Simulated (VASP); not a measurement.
# Na (P1) in VASP: a series of runs

The runs below take Na through single point, with PBE.

All numbers are computed with VASP 6.6.1; they aren't measurements. Logs are shortened: lines on timing, memory, paths and dates and some standing lists are left out, and cuts for length are marked.

### 1 The cell of the first run

The typed cell holds 18 atoms: a = 9.258 Å, b = 9.258 Å, c = 9.258 Å, α = 78.10°, β = 78.10°, γ = 78.10°.

### 2 Single point, PBE

The input, INCAR:

```
ALGO = Normal
EDIFF = 1E-6
ENCUT = 520
GGA = PE
ISIF = 2
ISMEAR = -1
LASPH = T
LCHARG = F
LREAL = Auto
LWAVE = F
NBANDS = 78
NELM = 80
PREC = Accurate
SIGMA = 0.2241
```

The input, KPOINTS:

```
Automatic mesh
0
Gamma
  2 2 2
  0.5 0.5 0.5
```

The input, POSCAR:

```
Na
1.0
   -5.8329003371      3.3676265798      6.3526518305
    0.0000000000     -6.7352531595      6.3526518305
    5.8329003371      3.3676265798      6.3526518305
Na
18
Direct
    0.4986176038      0.4325492075      0.3245717704
    0.8886011212     -0.0645713345      0.1958337557
    0.0595725578      0.6902411310      0.5645734715
    0.3268190655      0.8898875835      0.1297143777
    0.5518031725      0.1413008681      0.4683669792
    0.6696409872      0.4956687364      0.9850494279
    0.7552142117      0.8719032515      0.7994956129
    0.1884846206      0.2050724510      0.7710510633
    0.4807200189      1.0565071315      0.8364943130
    0.4530775707      0.8416550656      0.5220091445
    0.9426747288      0.2784600476      0.3070009154
    0.1322986517      0.7984715908      0.8121089984
    0.1744708073      0.4182876857      0.4102996267
    0.5083258424      0.5220793041      0.6710339199
    0.6369498253      0.7357218264      0.0571986202
    0.8812976316      0.2319024820      0.6741375688
    0.3134214791      0.4052565375     -0.0236487410
    0.5737814321      0.1755611374      0.0233393168
```

Potentials or basis: VASP PAW PBE potentials, release 64 (Na_pv).

On the command line:

```console
cat potpaw_PBE.64/Na_pv/POTCAR > POTCAR
mpirun -np 1 vasp_std > vasp.out
```

OUTCAR:

```text
EDIFF = 1E-6
   ENCUT = 520
   GGA = PE
   ISIF = 2
   ISMEAR = -1
   LASPH = T
   LREAL = Auto
   NELM = 80
   PREC = Accurate

 ion  position               nearest neighbor table
   1  0.499  0.433  0.325-   5 2.74
   2  0.889  0.935  0.196-
   3  0.060  0.690  0.565-
   4  0.327  0.890  0.130-
   5  0.552  0.141  0.468-   1 2.74
   6  0.670  0.496  0.985-  15 2.39
   7  0.755  0.872  0.799-  15 2.59   9 2.75
   8  0.188  0.205  0.771-
   9  0.481  0.057  0.836-  18 2.60   7 2.75
  10  0.453  0.842  0.522-
  11  0.943  0.278  0.307-
  12  0.132  0.798  0.812-
  13  0.174  0.418  0.410-
  14  0.508  0.522  0.671-
  15  0.637  0.736  0.057-   6 2.39   7 2.59
  16  0.881  0.232  0.674-
  17  0.313  0.405  0.976-
  18  0.574  0.176  0.023-   9 2.60

  LATTYP: Found a trigonal (rhomboedric) cell.
 ALAT       =     9.2584999003
 COS(alpha) =     0.2061876429

  Lattice vectors:

 A1 = (  -5.8329003371,   3.3676265798,   6.3526518305)
 A2 = (   0.0000000000,  -6.7352531595,   6.3526518305)
 A3 = (   5.8329003371,   3.3676265798,   6.3526518305)

Analysis of symmetry for initial positions (statically):
=====================================================================
 Subroutine PRICEL returns:
 Original cell was already a primitive cell.

 Routine SETGRP: Setting up the symmetry group for a
 trigonal (rhombohedral) supercell.

 Subroutine GETGRP returns: Found  1 space group operations
 (whereof  1 operations were pure point group operations)
 out of a pool of 12 trial point group operations.

The static configuration has the point symmetry C_1 .

Analysis of symmetry for dynamics (positions and initial velocities):
=====================================================================
 Subroutine PRICEL returns:
 Original cell was already a primitive cell.

 Routine SETGRP: Setting up the symmetry group for a
 trigonal (rhombohedral) supercell.

 Subroutine GETGRP returns: Found  1 space group operations
 (whereof  1 operations were pure point group operations)
 out of a pool of 12 trial point group operations.

The dynamic configuration has the point symmetry C_1 .

 Subroutine INISYM returns: Found  1 space group operations
 (whereof  1 operations are pure point group operations),
 and found     1 'primitive' translations

----------------------------------------------------------------------------------------

                                     Primitive cell

  volume of cell :     748.7120

  direct lattice vectors                    reciprocal lattice vectors
    -5.832900337  3.367626580  6.352651831    -0.085720649  0.049490840  0.052471526
     0.000000000 -6.735253160  6.352651831     0.000000000 -0.098981679  0.052471526
     5.832900337  3.367626580  6.352651831     0.085720649  0.049490840  0.052471526

  length of vectors
     9.258499900  9.258499900  9.258499900     0.112029611  0.112029611  0.112029611

  position of ions in fractional coordinates (direct lattice)
     0.498617604  0.432549208  0.324571770
     0.888601121  0.935428665  0.195833756
     0.059572558  0.690241131  0.564573471
     0.326819065  0.889887583  0.129714378
     0.551803173  0.141300868  0.468366979
     0.669640987  0.495668736  0.985049428
[... 10 lines left out ...]
     0.313421479  0.405256538  0.976351259
     0.573781432  0.175561137  0.023339317

  ion indices of the primitive-cell ions
   primitive index   ion index
                 1           1
                 2           2
                 3           3
                 4           4
                 5           5
                 6           6
[... 10 lines left out ...]
                17          17
                18          18

----------------------------------------------------------------------------------------

 KPOINTS: Automatic mesh

Automatic generation of k-mesh.
 Grid dimensions read from file:
 generate k-points for:    2    2    2

 Generating k-lattice:

  Cartesian coordinates                     Fractional coordinates (reciprocal lattice)
    -0.042860324  0.024745420  0.026235763     0.500000000  0.000000000  0.000000000
     0.000000000 -0.049490840  0.026235763    -0.000000000  0.500000000 -0.000000000
     0.042860324  0.024745420  0.026235763     0.000000000  0.000000000  0.500000000

  Length of vectors
     0.056014806  0.056014806  0.056014806

  Shift w.r.t. Gamma in fractional coordinates (k-lattice)
     0.500000000  0.500000000  0.500000000

 Subroutine IBZKPT returns following result:
 ===========================================

 Found      4 irreducible k-points:

 Following reciprocal coordinates:
            Coordinates               Weight
  0.250000  0.250000  0.250000      2.000000
 -0.250000  0.250000  0.250000      2.000000
  0.250000 -0.250000  0.250000      2.000000
  0.250000  0.250000 -0.250000      2.000000
   k-points           NKPTS =      4   k-points in BZ     NKDIM =      4   number of bands    NBANDS=     78
   number of dos      NEDOS =    301   number of ions     NIONS =     18
   total plane-waves  NPLWV = 343000
   dimension x,y,z NGX =    70 NGY =   70 NGZ =   70
   dimension x,y,z NGXF=   140 NGYF=  140 NGZF=  140
   ions per type =              18
   NGX,Y,Z   is equivalent  to a cutoff of  12.57, 12.57, 12.57 a.u.
   NGXF,Y,Z  is equivalent  to a cutoff of  25.14, 25.14, 25.14 a.u.
 SYSTEM =  unknown system
   PREC   = accura    normal or accurate (medium, high low for compatibility)
   ISTART =      0    job   : 0-new  1-cont  2-samecut
   ICHARG =      2    charge: 1-file 2-atom 10-const
   ISPIN  =      1    spin polarized calculation?
   LNONCOLLINEAR =      F non collinear calculations
   LSORBIT =      F    spin-orbit coupling
   LASPH  =      T    aspherical Exc in radial PAW
   ENCUT  =  520.0 eV  38.22 Ry    6.18 a.u.  17.21 17.21 17.21*2*pi/ulx,y,z
   NELM   =     80;   NELMIN=  2; NELMDL= -5     # of ELM steps
   EDIFF  = 0.1E-05   stopping-criterion for ELM
   LREAL  =      T    real-space projection
   EDIFFG = 0.1E-04   stopping-criterion for IOM
   NSW    =      0    number of steps for IOM
   IBRION =     -1    ionic relax: 0-MD 1-quasi-New 2-CG
   NFREE  =      0    steps in history (QN), initial steepest desc. (CG)
   ISIF   =      2    stress and relaxation
   ISYM   =      2    0-nonsym 1-usesym 2-fastsym
   POTIM  = 0.5000    time-step for ionic-motion
   TEBEG  =    0.0;   TEEND  =   0.0 temperature during run
   PSTRESS=    0.0 pullay stress
   NELECT =     126.0000    total number of electrons
   NUPDOWN=      -1.0000    fix difference up-down
   EMIN   =  10.00;   EMAX   =-10.00  energy-range for DOS
   EFERMI =   0.00;   METHOD = LEGACY
   ISMEAR =    -1;   SIGMA  =   0.22  broadening in eV -4-tet -1-fermi 0-gaus
   EFERMI_NEDOS =   21; number of points for ismear=-14 and -15
   IALGO  =     38    algorithm
   IMIX   =      4    mixing-type and parameters
     AMIX     =   0.40;   BMIX     =  1.00
     AMIX_MAG =   1.60;   BMIX_MAG =  1.00
  volume/ion in A,a.u.               =      41.60       280.70
  Fermi-wavevector in a.u.,A,eV,Ry     =   0.903844  1.708017 11.115058  0.816934
  Thomas-Fermi vector in A             =   2.027219
   LORBIT       =      0    0 simple, 1 ext, 2 COOP (PROOUT), +10 PAW based schemes
   GGA     = PE    functional components
   LHFCALC =     F    Hartree Fock is set to
   AEXX    =    0.0000 exact exchange contribution
   IVDW    =     0    specifies the selected vdW correction
   LEPSILON=     F    determine dielectric tensor
   LRPA    =     F    only Hartree local field effects (RPA)
 non-spin polarized calculation
  energy-cutoff  :      520.00
  volume of cell :      748.71
 maximum number of plane-waves:     20178
 NGX is ok and might be reduce to    70
   NGX = 35   NGY = 35   NGZ = 35

 number of electron     125.9999999 magnetization

 Free energy of the ion-electron system (eV)
  ---------------------------------------------------
  ext. energy  EPLUGINS =         0.00000000
  ---------------------------------------------------
  free energy    TOTEN  =       -19.16672780 eV

  energy without entropy =      -17.45917764  energy(sigma->0) =      -18.31295272

 E-fermi :   0.0235     XC(G=0):  -6.1209

 val. band max:       -0.0084005025   @ k =  -0.2500   0.2500   0.2500
 cond. band min:       0.0639987753   @ k =   0.2500   0.2500  -0.2500
 fundamental gap:      0.0723992778
 Fermi energy:         0.0234745048

 k-point     1 :       0.2500    0.2500    0.2500
  band No.  band energies     occupation
      1     -25.8010      2.00000
      2     -25.6609      2.00000
      3     -25.5795      2.00000
      4     -25.3866      2.00000
      5     -25.3767      2.00000
      6     -25.3616      2.00000
[... 67 lines left out ...]
     74       1.8983      0.00047
     75       2.4807      0.00003

 k-point     2 :      -0.2500    0.2500    0.2500
  band No.  band energies     occupation
      1     -25.8010      2.00000
      2     -25.6609      2.00000
      3     -25.5795      2.00000
      4     -25.3866      2.00000
      5     -25.3767      2.00000
      6     -25.3616      2.00000
[... 67 lines left out ...]
     74       2.1966      0.00012
     75       2.3262      0.00007

 k-point     3 :       0.2500   -0.2500    0.2500
  band No.  band energies     occupation
      1     -25.8010      2.00000
      2     -25.6609      2.00000
      3     -25.5795      2.00000
      4     -25.3866      2.00000
      5     -25.3767      2.00000
      6     -25.3616      2.00000
[... 67 lines left out ...]
     74       2.1509      0.00015
     75       2.2752      0.00009

 k-point     4 :       0.2500    0.2500   -0.2500
  band No.  band energies     occupation
      1     -25.8010      2.00000
      2     -25.6609      2.00000
      3     -25.5795      2.00000
      4     -25.3866      2.00000
      5     -25.3767      2.00000
      6     -25.3616      2.00000
[... 67 lines left out ...]
     74       2.1746      0.00014
     75       2.3205      0.00007
 [bands above 75 left out]

------------------------ aborting loop because EDIFF is reached ----------------------------------------

  FORCE on cell =-STRESS in cart. coord.  units (eV):
  Direction    XX          YY          ZZ          XY          YZ          ZX
  --------------------------------------------------------------------------------------
  -------------------------------------------------------------------------------------
  Total        4.6937973      6.3134534      5.2300985     -0.3868838     -1.3414967      0.3853402
  in kB       10.0443105     13.5102310     11.1919474     -0.8278971     -2.8706840      0.8245940
  external PRESSURE =      11.5821630 kB  Pullay stress =       0.0000000 kB

 VOLUME and BASIS-vectors are now :
 -----------------------------------------------------------------------------
  energy-cutoff  :      520.00
  volume of cell :      748.71
      direct lattice vectors                 reciprocal lattice vectors
    -5.832900337  3.367626580  6.352651831    -0.085720649  0.049490840  0.052471526
     0.000000000 -6.735253160  6.352651831     0.000000000 -0.098981679  0.052471526
     5.832900337  3.367626580  6.352651831     0.085720649  0.049490840  0.052471526

 POSITION                                       TOTAL-FORCE (eV/Angst)
 -----------------------------------------------------------------------------------
     -1.01519     -0.14113      7.97727        -0.257269     -0.505252      0.371822
     -4.04084     -2.64838     12.83149        -0.006759      0.026937     -0.062880
      2.94562     -2.54706      8.34984        -0.050425     -0.173351     -0.228349
     -1.14969     -4.45618      8.55334         0.652663     -0.080606     -0.130098
     -0.48668      2.48386      7.37842        -0.147454      0.334968      0.088597
      1.83975      2.23393     13.66048        -0.679346      0.757683     -0.796042
[... 10 lines left out ...]
      3.86680      1.61397     10.76793         0.563787     -0.357166      0.039302
     -3.21067      0.82843      4.90858         0.095120      0.583662      0.830214
 -----------------------------------------------------------------------------------
    total drift:                               -0.000634     -0.000004      0.000363

  FREE ENERGIE OF THE ION-ELECTRON SYSTEM (eV)
  ---------------------------------------------------
  free  energy   TOTEN  =       -19.1667278011 eV

  energy  without entropy=      -17.4591776435  energy(sigma->0) =      -18.31295272
```

Run time: 7.2 min. Hardware: 1 thread of Intel Xeon 8259CL, shared host; peak memory 0.7 GiB.

What came out:

```
Free energy            : -19.1667 eV
Pressure               : 1.2 GPa
Largest force          : 1.421 eV/Å
Band gap on the k mesh : zero (bands 63 and 64 overlap by 0.40 eV)
```

Forces in eV/Å, atoms in the order of the input:
```
Na  -0.257 -0.505  0.372
Na  -0.007  0.027 -0.063
Na  -0.050 -0.173 -0.228
Na   0.653 -0.081 -0.130
Na  -0.147  0.335  0.089
Na  -0.679  0.758 -0.796
Na  -1.119 -0.124 -0.054
Na   0.128 -0.169 -0.042
Na  -0.191 -0.359 -0.710
Na  -0.036 -0.162 -0.170
Na  -0.086 -0.145 -0.373
Na   0.180  0.115  0.533
Na  -0.036  0.054 -0.148
Na  -0.120  0.295 -0.145
Na   0.813  0.001  1.165
Na   0.298 -0.093 -0.168
Na   0.564 -0.357  0.039
Na   0.095  0.584  0.830
```

Caveat: the atoms stand as in a frame of molecular dynamics; forces of over 1 eV/Å act on the atoms, so gaps and moduli don't describe the material at rest.

### 3 Single point, PBE

The input, INCAR:

```
ALGO     = Normal         # electronic algorithm
EDIFF    = 1E-6           # SCF threshold, eV
ENCUT    = 520            # plane-wave cutoff, eV
GGA      = PE             # functional
ISIF     = 2              # what is computed and relaxed
ISMEAR   = -1             # smearing method
LASPH    = True           # aspherical terms in the spheres
LCHARG   = False          # write CHGCAR
LREAL    = Auto         
LWAVE    = False          # write WAVECAR
NBANDS   = 78             # bands
NELM     = 60             # most SCF steps
PREC     = Accurate       # precision mode
SIGMA    = 0.2241         # smearing width, eV
```

KPOINTS is that of step 2.

The input, POSCAR:

```
Na
1.0
   -5.8329003371      3.3676265798      6.3526518305
    0.0000000000     -6.7352531595      6.3526518305
    5.8329003371      3.3676265798      6.3526518305
Na
18
Direct
    0.6003888166      0.5884328527      0.3317733921
    0.8256877628     -0.1760055305      0.2216858432
    0.0806398783      0.6869614482      0.3853815844
    0.2826533863      0.8481434501      0.1741608760
    0.4970575716      0.1602549481      0.3570382069
    0.7088186815      0.4240374476      0.9779302571
    0.7976466926      0.9743553278      0.7050839933
    0.1615810432      0.3112927761      0.7406869433
    0.4383995818      1.0947267204      0.8260338408
    0.3421466228      0.9203459487      0.4274698704
    0.9358693577      0.2640089470      0.2321247773
    0.1849909275      0.8784539625      0.8564712844
    0.2164221149      0.3709875430      0.3351434988
    0.4908001959      0.4673670537      0.6065849618
    0.6820891524      0.7447574595      0.0174664474
    0.8989374181      0.2545013936      0.6177807199
    0.2774470281      0.4974960625      0.0290263597
    0.7310784462      0.0932097071      0.0881548948
```

Potentials or basis: VASP PAW PBE potentials, release 64 (Na_pv).

On the command line:

```console
cat potpaw_PBE.64/Na_pv/POTCAR > POTCAR
mpirun -np 1 vasp_std > vasp.out
```

Wall time 7.1 min (1 thread of Intel Xeon 8259CL, shared host); peak memory 0.7 GiB.

The run converged. Its results:

```yaml
Free_energy: -19.3033 eV
Pressure: 1.1 GPa
Largest_force: 0.779 eV/Å
Band_gap_on_the_k_mesh: zero (bands 63 and 64 overlap by 0.47 eV)
```

Forces on the atoms (eV/Å):
```
Na  -0.285 -0.025 -0.250
Na   0.064  0.651  0.424
Na   0.613  0.330  0.196
Na  -0.627 -0.313 -0.186
Na  -0.211  0.050  0.718
Na  -0.136 -0.188 -0.223
Na  -0.113  0.319 -0.380
Na   0.174 -0.182  0.148
Na  -0.080  0.176  0.260
Na   0.605  0.383  0.219
Na  -0.044  0.083  0.029
Na   0.046 -0.169 -0.344
Na   0.394  0.265  0.080
Na   0.669  0.360  0.157
Na  -0.230 -0.496 -0.460
Na  -0.032 -0.430  0.101
Na  -0.422 -0.240 -0.169
Na  -0.384 -0.576 -0.319
```

Stress tensor (GPa, compression positive):
```
 0.79  0.77 -0.16
 0.77  1.39 -0.10
-0.16 -0.10  0.99
```

Levels at points of the mesh, in eV from the Fermi level:
```csv
k point,band 58,band 59,band 60,band 61,band 62,band 63,band 64,band 65,band 66,band 67
"(0.25, 0.25, 0.25)",-1.48,-1.11,-0.98,-0.92,-0.58,-0.36,-0.32,-0.07,1.15,1.28
```

Caveat: the atoms stand as in a frame of molecular dynamics.

The gap in the log of VASP goes by the Fermi energy; the results here count the filled bands.